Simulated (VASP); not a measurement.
# Pt (R-3m) in VASP: a series of runs

The runs below take Pt through single point, with r2SCAN.

All numbers are computed with VASP 6.6.1; they aren't measurements. Logs are shortened: lines on timing, memory, paths and dates and some standing lists are left out, and cuts for length are marked.

## 1. The cell of the first run

It takes space group R-3m (No. 166, trigonal). The conventional cell has a = 4.439 Å, b = 4.439 Å, c = 5.437 Å, α = 90.00°, β = 90.00°, γ = 120.00°. Pt (site symmetry 3m) has 14 Pt at 2.52 to 3.14 Å within 3.3 Å.

## 2. Single point, r2SCAN (mode 4 (144.5 1/cm) frozen in, largest displacement -0.100 Å)

POSCAR

```
Pt
1.0
    0.0000000000     -3.1389727827      0.0000000000
   -3.1389727827      0.0000000000      0.0000000000
    0.0000000000      0.0000000000     -3.1389727827
Pt
2
Direct
    0.5183929683      0.5183929683      0.5183929683
   -0.0183929683     -0.0183929683     -0.0183929683
```

INCAR.step1

```
SYSTEM = Pt
PREC = Accurate
ENCUT = 520
ISMEAR = 0
SIGMA = 0.15
LREAL = .False.
LASPH = .True.
NELM = 80
NBANDS = 17
GGA = PE
ALGO = Normal
EDIFF = 1E-4
LWAVE = .True.
LCHARG = .False.
```

INCAR.step2

```
SYSTEM = Pt
PREC = Accurate
ENCUT = 520
EDIFF = 1E-6
ISMEAR = 0
SIGMA = 0.15
LREAL = .False.
LASPH = .True.
NELM = 80
ALGO = Normal
ISIF = 2
LWAVE = .False.
LCHARG = .True.
METAGGA = R2SCAN
LMIXTAU = .True.
LELF = .True.
LVHAR = .True.
NBANDS = 17
ISTART = 1
```

KPOINTS

```
regular mesh
0
Gamma
  20 20 20
  0 0 0
```

Potentials or basis: VASP PAW PBE potentials, release 64 (Pt).

Run with:

```sh
> cat potpaw_PBE.64/Pt/POTCAR > POTCAR
> cp INCAR.step1 INCAR
> mpirun -np 1 vasp_std > vasp.out
> cp INCAR.step2 INCAR
> mpirun -np 1 vasp_std > vasp.out
```

OUTCAR:

```text
SYSTEM = Pt
   PREC = Accurate
   ENCUT = 520
   EDIFF = 1E-6
   ISMEAR = 0
   LREAL = .False.
   LASPH = .True.
   NELM = 80
   ISIF = 2
   METAGGA = R2SCAN
   ISTART = 1

 ion  position               nearest neighbor table
   1  0.518  0.518  0.518-   2 2.52   2 2.66   2 2.66   2 2.66   2 2.79   2 2.79   2 2.79   2 2.92

   2  0.982  0.982  0.982-   1 2.52   1 2.66   1 2.66   1 2.66   1 2.79   1 2.79   1 2.79   1 2.92

  LATTYP: Found a simple cubic cell.
 ALAT       =     3.1389727827

  Lattice vectors:

 A1 = (   0.0000000000,  -3.1389727827,   0.0000000000)
 A2 = (  -3.1389727827,   0.0000000000,   0.0000000000)
 A3 = (   0.0000000000,   0.0000000000,  -3.1389727827)

Analysis of symmetry for initial positions (statically):
=====================================================================
 Subroutine PRICEL returns:
 Original cell was already a primitive cell.

 Routine SETGRP: Setting up the symmetry group for a
 simple cubic supercell.

 Subroutine GETGRP returns: Found 12 space group operations
 (whereof  6 operations were pure point group operations)
 out of a pool of 48 trial point group operations.

The static configuration has the point symmetry C_3v.
 The point group associated with its full space group is D_3d.

Analysis of symmetry for dynamics (positions and initial velocities):
=====================================================================
 Subroutine PRICEL returns:
 Original cell was already a primitive cell.

 Routine SETGRP: Setting up the symmetry group for a
 simple cubic supercell.

 Subroutine GETGRP returns: Found 12 space group operations
 (whereof  6 operations were pure point group operations)
 out of a pool of 48 trial point group operations.

The dynamic configuration has the point symmetry C_3v.
 The point group associated with its full space group is D_3d.

 Subroutine INISYM returns: Found 12 space group operations
 (whereof  6 operations are pure point group operations),
 and found     1 'primitive' translations

----------------------------------------------------------------------------------------

                                     Primitive cell

  volume of cell :      30.9288

  direct lattice vectors                    reciprocal lattice vectors
     0.000000000 -3.138972783  0.000000000     0.000000000 -0.318575556  0.000000000
    -3.138972783  0.000000000  0.000000000    -0.318575556  0.000000000  0.000000000
     0.000000000  0.000000000 -3.138972783     0.000000000  0.000000000 -0.318575556

  length of vectors
     3.138972783  3.138972783  3.138972783     0.318575556  0.318575556  0.318575556

  position of ions in fractional coordinates (direct lattice)
     0.518392968  0.518392968  0.518392968
     0.981607032  0.981607032  0.981607032

  ion indices of the primitive-cell ions
   primitive index   ion index
                 1           1
                 2           2

----------------------------------------------------------------------------------------

 KPOINTS: regular mesh

Automatic generation of k-mesh.
 Grid dimensions read from file:
 generate k-points for:   20   20   20

 Generating k-lattice:

  Cartesian coordinates                     Fractional coordinates (reciprocal lattice)
     0.000000000 -0.015928778  0.000000000     0.050000000  0.000000000  0.000000000
    -0.015928778  0.000000000  0.000000000     0.000000000  0.050000000  0.000000000
     0.000000000  0.000000000 -0.015928778     0.000000000  0.000000000  0.050000000

  Length of vectors
     0.015928778  0.015928778  0.015928778

  Shift w.r.t. Gamma in fractional coordinates (k-lattice)
     0.000000000  0.000000000  0.000000000

 Subroutine IBZKPT returns following result:
 ===========================================

 Found    781 irreducible k-points:

 Following reciprocal coordinates:
            Coordinates               Weight
  0.000000  0.000000  0.000000      1.000000
  0.050000  0.000000  0.000000      6.000000
  0.100000  0.000000  0.000000      6.000000
  0.150000  0.000000  0.000000      6.000000
  0.200000  0.000000  0.000000      6.000000
  0.250000  0.000000  0.000000      6.000000
[... 16 lines left out ...]
 -0.050000  0.300000  0.000000     12.000000
  0.350000  0.050000  0.000000     12.000000
 [... further k-points ...]
   k-points           NKPTS =    781   k-points in BZ     NKDIM =    781   number of bands    NBANDS=     17
   number of dos      NEDOS =    301   number of ions     NIONS =      2
   total plane-waves  NPLWV =  13824
   dimension x,y,z NGX =    24 NGY =   24 NGZ =   24
   dimension x,y,z NGXF=    48 NGYF=   48 NGZF=   48
   ions per type =               2
   NGX,Y,Z   is equivalent  to a cutoff of  12.71, 12.71, 12.71 a.u.
   NGXF,Y,Z  is equivalent  to a cutoff of  25.42, 25.42, 25.42 a.u.
 SYSTEM =  Pt
   PREC   = accura    normal or accurate (medium, high low for compatibility)
   ISTART =      1    job   : 0-new  1-cont  2-samecut
   ICHARG =      0    charge: 1-file 2-atom 10-const
   ISPIN  =      1    spin polarized calculation?
   LNONCOLLINEAR =      F non collinear calculations
   LSORBIT =      F    spin-orbit coupling
   LASPH  =      T    aspherical Exc in radial PAW
   ENCUT  =  520.0 eV  38.22 Ry    6.18 a.u.   5.84  5.84  5.84*2*pi/ulx,y,z
   NELM   =     80;   NELMIN=  2; NELMDL=  0     # of ELM steps
   EDIFF  = 0.1E-05   stopping-criterion for ELM
   LREAL  =      F    real-space projection
   EDIFFG = 0.1E-04   stopping-criterion for IOM
   NSW    =      0    number of steps for IOM
   IBRION =     -1    ionic relax: 0-MD 1-quasi-New 2-CG
   NFREE  =      0    steps in history (QN), initial steepest desc. (CG)
   ISIF   =      2    stress and relaxation
   ISYM   =      2    0-nonsym 1-usesym 2-fastsym
   POTIM  = 0.5000    time-step for ionic-motion
   TEBEG  =    0.0;   TEEND  =   0.0 temperature during run
   PSTRESS=    0.0 pullay stress
   NELECT =      20.0000    total number of electrons
   NUPDOWN=      -1.0000    fix difference up-down
   EMIN   =  10.00;   EMAX   =-10.00  energy-range for DOS
   EFERMI =   0.00;   METHOD = LEGACY
   ISMEAR =     0;   SIGMA  =   0.15  broadening in eV -4-tet -1-fermi 0-gaus
   EFERMI_NEDOS =   21; number of points for ismear=-14 and -15
   IALGO  =     38    algorithm
   IMIX   =      4    mixing-type and parameters
     AMIX     =   0.40;   BMIX     =  1.00
     AMIX_MAG =   1.60;   BMIX_MAG =  1.00
  volume/ion in A,a.u.               =      15.46       104.36
  Fermi-wavevector in a.u.,A,eV,Ry     =   1.415676  2.675240 27.267970  2.004139
  Thomas-Fermi vector in A             =   2.537090
   LORBIT       =      0    0 simple, 1 ext, 2 COOP (PROOUT), +10 PAW based schemes
   METAGGA = R2SCAN    functional components
   LHFCALC =     F    Hartree Fock is set to
   AEXX    =    0.0000 exact exchange contribution
   IVDW    =     0    specifies the selected vdW correction
   LEPSILON=     F    determine dielectric tensor
   LRPA    =     F    only Hartree local field effects (RPA)
 non-spin polarized calculation
 Gauss-broadening in eV      SIGMA  =   0.15
  energy-cutoff  :      520.00
  volume of cell :       30.93
 maximum number of plane-waves:       860
   NGX = 11   NGY = 11   NGZ = 11

 number of electron      20.0000003 magnetization

 Free energy of the ion-electron system (eV)
  ---------------------------------------------------
  ext. energy  EPLUGINS =         0.00000000
  ---------------------------------------------------
  free energy    TOTEN  =      -102.65893228 eV

  energy without entropy =     -102.63918007  energy(sigma->0) =     -102.64905617

 E-fermi :  10.4356     XC(G=0): -14.4147

 val. band max:       10.4348170652   @ k =  -0.3000   0.2000   0.2000
 cond. band min:      10.4369516118   @ k =  -0.1500   0.1500   0.1500
 fundamental gap:      0.0021345467
 Fermi energy:        10.4356280946

 k-point     1 :       0.0000    0.0000    0.0000
  band No.  band energies     occupation
      1       0.3819      2.00000
      2       3.7783      2.00000
      3       3.7783      2.00000
      4       6.3478      2.00000
      5       6.7018      2.00000
      6       6.7018      2.00000
[... 9 lines left out ...]
     16      28.4224      0.00000
     17      28.4797      0.00000

 k-point     2 :       0.0500    0.0000    0.0000
  band No.  band energies     occupation
      1       0.4364      2.00000
      2       3.8005      2.00000
      3       3.8157      2.00000
      4       6.3524      2.00000
      5       6.7047      2.00000
      6       6.7139      2.00000
[... 9 lines left out ...]
     16      28.4536      0.00000
     17      28.5435      0.00000

 k-point     3 :       0.1000    0.0000    0.0000
  band No.  band energies     occupation
      1       0.5984      2.00000
      2       3.8668      2.00000
      3       3.9248      2.00000
      4       6.3647      2.00000
      5       6.7143      2.00000
      6       6.7520      2.00000
[... 9 lines left out ...]
     16      28.4604      0.00000
     17      28.7189      0.00000

 k-point     4 :       0.1500    0.0000    0.0000
  band No.  band energies     occupation
      1       0.8642      2.00000
      2       3.9757      2.00000
      3       4.0960      2.00000
      4       6.3826      2.00000
      5       6.7345      2.00000
      6       6.8194      2.00000
[... 9 lines left out ...]
     16      28.4649      0.00000
     17      29.0271      0.00000

 k-point     5 :       0.2000    0.0000    0.0000
  band No.  band energies     occupation
      1       1.2268      2.00000
      2       4.1250      2.00000
      3       4.3123      2.00000
      4       6.4070      2.00000
      5       6.7701      2.00000
      6       6.9158      2.00000
[... 9 lines left out ...]
     16      28.4783      0.00000
     17      29.3568      0.00000

 k-point     6 :       0.2500    0.0000    0.0000
  band No.  band energies     occupation
      1       1.6754      2.00000
      2       4.3113      2.00000
      3       4.5475      2.00000
      4       6.4426      2.00000
      5       6.8257      2.00000
      6       7.0342      2.00000
[... 9 lines left out ...]
     16      28.5027      0.00000
     17      29.5669      0.00000

 k-point     7 :       0.3000    0.0000    0.0000
  band No.  band energies     occupation
      1       2.1948      2.00000
      2       4.5298      2.00000
      3       4.7646      2.00000
      4       6.4956      2.00000
      5       6.8955      2.00000
      6       7.1580      2.00000
[... 9 lines left out ...]
     16      28.5299      0.00000
     17      29.3454      0.00000

 k-point     8 :       0.3500    0.0000    0.0000
  band No.  band energies     occupation
      1       2.7620      2.00000
      2       4.7738      2.00000
      3       4.9151      2.00000
      4       6.5711      2.00000
      5       6.8809      2.00000
      6       7.2386      2.00000
[... 9 lines left out ...]
     16      28.2831      0.00000
     17      28.5280      0.00000
[... 203 lines left out ...]
      1       1.2732      2.00000
      2       4.1527      2.00000
      3       4.3354      2.00000
      4       6.2899      2.00000
      5       6.6820      2.00000
      6       7.1174      2.00000
[... 9 lines left out ...]
     16      28.5619      0.00000
     17      29.2859      0.00000

 k-point    20 :       0.2500    0.0500    0.0000
  band No.  band energies     occupation
      1       1.7196      2.00000
      2       4.3349      2.00000
      3       4.5805      2.00000
      4       6.4872      2.00000
      5       6.7058      2.00000
      6       7.0943      2.00000
[... 9 lines left out ...]
     16      28.3729      0.00000
     17      29.3648      0.00000

 k-point    21 :      -0.0500    0.2500    0.0000
  band No.  band energies     occupation
      1       1.7167      2.00000
      2       4.3356      2.00000
      3       4.5690      2.00000
      4       6.3133      2.00000
      5       6.7046      2.00000
      6       7.2569      2.00000
[... 9 lines left out ...]
     16      28.5994      0.00000
     17      29.2565      0.00000

 k-point    22 :       0.3000    0.0500    0.0000
  band No.  band energies     occupation
      1       2.2326      2.00000
      2       4.5472      2.00000
      3       4.7965      2.00000
      4       6.5212      2.00000
      5       6.7931      2.00000
      6       7.2053      2.00000
[... 9 lines left out ...]
     16      28.2787      0.00000
     17      28.9332      0.00000

 k-point    23 :      -0.0500    0.3000    0.0000
  band No.  band energies     occupation
      1       2.2290      2.00000
      2       4.5492      2.00000
      3       4.7832      2.00000
      4       6.3591      2.00000
      5       6.7218      2.00000
      6       7.3825      2.00000
[... 9 lines left out ...]
     16      28.6161      0.00000
     17      28.6964      0.00000

 k-point    24 :       0.3500    0.0500    0.0000
  band No.  band energies     occupation
      1       2.7912      2.00000
      2       4.7794      2.00000
      3       4.9453      2.00000
      4       6.5586      2.00000
      5       6.9034      2.00000
      6       7.0732      2.00000
[... 9 lines left out ...]
     16      27.9290      0.00000
     17      28.4478      0.00000

 [... further k-points ...]
[... 5 lines left out ...]
  --------------------------------------------------------------------------------------
  -------------------------------------------------------------------------------------
  Total        1.0017374      1.0017374      1.0017374      0.5496221      0.5496221      0.5496221
  in kB       51.8921663     51.8921663     51.8921663     28.4716187     28.4716187     28.4716187
  external PRESSURE =      51.8921663 kB  Pullay stress =       0.0000000 kB

 VOLUME and BASIS-vectors are now :
 -----------------------------------------------------------------------------
  energy-cutoff  :      520.00
  volume of cell :       30.93
      direct lattice vectors                 reciprocal lattice vectors
     0.000000000 -3.138972783  0.000000000     0.000000000 -0.318575556  0.000000000
    -3.138972783  0.000000000  0.000000000    -0.318575556  0.000000000  0.000000000
     0.000000000  0.000000000 -3.138972783     0.000000000  0.000000000 -0.318575556

 POSITION                                       TOTAL-FORCE (eV/Angst)
 -----------------------------------------------------------------------------------
     -1.62722     -1.62722     -1.62722         1.061169      1.061169      1.061169
     -3.08124     -3.08124     -3.08124        -1.061169     -1.061169     -1.061169
 -----------------------------------------------------------------------------------
    total drift:                                0.000000      0.000000      0.000000

  FREE ENERGIE OF THE ION-ELECTRON SYSTEM (eV)
  ---------------------------------------------------
  free  energy   TOTEN  =      -102.6589322830 eV

  energy  without entropy=     -102.6391800668  energy(sigma->0) =     -102.64905617
```

Wall time 4.8 min (1 thread of Intel Xeon 6975P-C (Granite Rapids), shared host); peak memory 0.42 GiB.

What came out:

```
Free energy            : -102.6589 eV
Pressure               : 5.2 GPa
Largest force          : 1.838 eV/Å
Band gap on the k mesh : zero (band 10 reaches 11.28 eV, above the bottom of band 11 at 9.78 eV)
```

Forces on the atoms (eV/Å):
```
Pt   1.061  1.061  1.061
Pt  -1.061 -1.061 -1.061
```

Caveat: the cell differs from its parent crystal (mode 4 (144.5 1/cm) frozen in, largest displacement -0.100 Å); the PAW data sets were made with another functional, which shifts forces and pressure a little; spin-orbit coupling is left out, which moves the levels of the heavy elements.

## 3. Single point, r2SCAN (mode 4 (144.5 1/cm) frozen in, largest displacement +0.175 Å)

POSCAR

```
Pt
1.0
    0.0000000000     -3.1389727827      0.0000000000
   -3.1389727827      0.0000000000      0.0000000000
    0.0000000000      0.0000000000     -3.1389727827
Pt
2
Direct
    0.4678123055      0.4678123055      0.4678123055
    0.0321876945      0.0321876945      0.0321876945
```

INCAR.step1

```
SYSTEM = Pt
ALGO = Normal
EDIFF = 1E-4
ENCUT = 520
GGA = PE
ISMEAR = 0
LASPH = .TRUE.
LCHARG = .FALSE.
LREAL = .FALSE.
LWAVE = .TRUE.
NBANDS = 17
NELM = 100
PREC = Accurate
SIGMA = 0.15
```

INCAR.step2

```
SYSTEM = Pt
ALGO = Normal
EDIFF = 1E-6
ENCUT = 520
ISIF = 2
ISMEAR = 0
ISTART = 1
LASPH = .TRUE.
LCHARG = .TRUE.
LELF = .TRUE.
LMIXTAU = .TRUE.
LREAL = .FALSE.
LVHAR = .TRUE.
LWAVE = .FALSE.
METAGGA = R2SCAN
NBANDS = 17
NELM = 100
PREC = Accurate
SIGMA = 0.15
```

KPOINTS

```
k-points
0
G
  20 20 20
  0 0 0
```

Potentials or basis: VASP PAW PBE potentials, release 64 (Pt).

Run with:

```sh
> cat potpaw_PBE.64/Pt/POTCAR > POTCAR
> cp INCAR.step1 INCAR
> mpirun -np 1 vasp_std > vasp.out
> cp INCAR.step2 INCAR
> mpirun -np 1 vasp_std > vasp.out
```

Wall time 20 min (1 thread of AMD EPYC 7R43 (Zen 3), shared host); peak memory 0.39 GiB.

Results (log left out):

| Property | Result |
| --- | --- |
| Free energy | -102.2257 eV |
| Pressure | 15.3 GPa |
| Largest force | 4.106 eV/Å |
| Band gap on the k mesh | zero (band 10 reaches 11.16 eV, above the bottom of band 11 at 10.16 eV) |

Forces on the atoms (eV/Å):
```
Pt  -2.370 -2.370 -2.370
Pt   2.370  2.370  2.370
```

Stress tensor (GPa, compression positive):
```
15.33  9.25  9.25
 9.25 15.33  9.25
 9.25  9.25 15.33
```

Levels at points of the mesh, in eV from the Fermi level:
| k point | band 7 | band 8 | band 9 | band 10 | band 11 | band 12 | band 13 | band 14 |
| --- | --- | --- | --- | --- | --- | --- | --- | --- |
| (0.00, 0.00, 0.00) | -1.61 | -1.61 | -0.21 | -0.21 | 0.83 | 8.27 | 8.60 | 8.60 |
| (0.50, 0.00, 0.00) | -2.46 | -1.98 | -1.87 | -1.11 | -0.44 | 0.53 | 13.48 | 14.78 |
| (0.50, 0.50, 0.00) | -1.49 | -0.85 | 0.18 | 0.56 | 0.56 | 0.77 | 6.22 | 6.63 |
| (0.50, 0.50, 0.50) | -1.24 | -1.24 | -0.95 | -0.95 | 4.78 | 4.96 | 8.09 | 8.75 |

Caveat: the cell differs from its parent crystal (mode 4 (144.5 1/cm) frozen in, largest displacement +0.175 Å); the PAW data sets were made with another functional, which shifts forces and pressure a little; spin-orbit coupling is left out, which moves the levels of the heavy elements.
